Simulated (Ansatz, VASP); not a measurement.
**One calculation of CaF, two programs**

```xyz
8
Lattice="5.6255 0.0000 0.0000 0.0000 5.6255 0.0000 0.0000 0.0000 5.6255" Properties=species:S:1:pos:R:3 pbc="T T T"
Ca    1.4080    1.4080    1.4080
Ca    1.4047    4.2174    4.2207
Ca    4.2207    1.4047    4.2174
Ca    4.2174    4.2207    1.4047
F     5.6292    5.6292    5.6292
F     2.8090   -0.0037    2.8165
F     2.8165    2.8090   -0.0037
F    -0.0037    2.8165    2.8090
```

Alike in both runs: functional PBE; k mesh 4 × 4 × 4; occupations gaussian, width 0.1 eV; no spin polarisation.

Ansatz relaxed the structure, and its values are those at the end. VASP's run is a single point on that final structure, the one shown.

|  | VASP | Ansatz |
| --- | --- | --- |
| version | VASP 6.6.1 | Ansatz 0.2.0 |
| potentials or method | VASP PAW PBE potentials, release 64 (Ca_sv, F), cutoff 520 eV | scalar-relativistic, plane waves, PAW |
| valence electrons in the cell | 68 | 68 |

VASP gave:

- gap on the k mesh at the Fermi level (eV): none
- pressure (GPa): -0.2

Question: Which values does Ansatz return?

Answer: gap on the k mesh at the Fermi level (eV): none; pressure (GPa): -0.3.

A gap of «none» marks a metal or a gap that the smearing closes. With one functional, cell and mesh, what is left measures potentials, basis and numerics.
